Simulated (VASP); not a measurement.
Write the native input for VASP 6.6.1 that does the following.

```
Task                   : single point
Functional             : r2SCAN
Potentials or basis    : VASP PAW PBE potentials, release 64 (Mg, B)
Cutoff                 : 520 eV
k mesh                 : 10 × 10 × 8
Occupations            : fermi-dirac, width 0.05 eV
Spin                   : no spin polarisation
Dipole correction      : no
Further INCAR settings : ALGO = Normal; EDIFF = 1e-06; NBANDS = 11
```

The system is MgB2.

```
Mg B
1.0
     3.08500    0.00000    0.00000
    -1.54250    2.67169    0.00000
     0.00000    0.00000    3.52300
Mg B
1 2
Direct
  0.00000 0.00000 0.00000
  0.66667 0.33333 0.50000
  0.33333 0.66667 0.50000
```

These files were run (other wordings do the same):

POSCAR

```
MgB2
1.0
    3.0850000000      0.0000000000      0.0000000000
   -1.5425000000      2.6716883707      0.0000000000
    0.0000000000      0.0000000000      3.5230000000
Mg B
1 2
Direct
    0.0000000000      0.0000000000      0.0000000000
    0.6666666667      0.3333333333      0.5000000000
    0.3333333333      0.6666666667      0.5000000000
```

INCAR.step1

```
PREC = Accurate
ENCUT = 520
ISMEAR = -1
SIGMA = 0.05
LREAL = False
LASPH = True
NELM = 80
NBANDS = 11
GGA = PE
ALGO = Normal
EDIFF = 1E-4
LWAVE = True
LCHARG = False
```

INCAR.step2

```
PREC = Accurate
ENCUT = 520
EDIFF = 1E-6
ISMEAR = -1
SIGMA = 0.05
LREAL = False
LASPH = True
NELM = 80
ALGO = Normal
ISIF = 2
LWAVE = False
LCHARG = False
METAGGA = R2SCAN
LMIXTAU = True
NBANDS = 11
ISTART = 1
```

KPOINTS

```
regular mesh
0
Gamma
  10 10 8
```

Potentials or basis: VASP PAW PBE potentials, release 64 (Mg, B).

Launch:

```console
$ cat potpaw_PBE.64/Mg/POTCAR potpaw_PBE.64/B/POTCAR > POTCAR
$ cp INCAR.step1 INCAR
$ mpirun -np 1 vasp_std > vasp.out
$ cp INCAR.step2 INCAR
$ mpirun -np 1 vasp_std > vasp.out
```

Results of the run:

```json
{
 "Pressure": "-2.5 GPa",
 "Band gap on the k mesh": "zero (band 4 reaches 6.46 eV, above the bottom of band 5 at 3.91 eV)"
}
```

Caveat: the PAW data sets were made with another functional, which shifts forces and pressure a little.

Wall time 56 s on 1 thread of AMD EPYC 9R45 96-Core Processor (Zen 5), with other jobs on the host, peak memory 0.13 GiB.
